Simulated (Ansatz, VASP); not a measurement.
# Al in VASP and in Ansatz

```
Al
1.0
     0.00000    4.04000    4.04000
     2.02000   -2.02000    0.00000
     2.02000    0.00000   -2.02000
Al
2
Direct
  0.74250 0.49500 0.49500
  0.25750 0.50500 0.50500
```

Alike in both runs: task single point; functional PBE; k mesh 4 × 8 × 8; occupations fermi-dirac, width 0.1 eV; no spin polarisation.

|  | VASP | Ansatz |
| --- | --- | --- |
| version | VASP 6.6.1 | Ansatz 0.2 development build |
| potentials or method | VASP PAW PBE potentials, release 64 (Al), cutoff 500 eV | all-electron full-potential LAPW, scalar-relativistic |

|  | VASP | Ansatz | Ansatz less VASP |
| --- | --- | --- | --- |
| pressure (GPa) | 0.3 | 0.4 | +0.03 |
| rms of the force components (eV/Å) | 0.201 | 0.200 | -0.0001 |

Atom by atom the forces differ by 0.000 eV/Å (rms over components). Ansatz ran all-electron here, and VASP with PAW potentials.
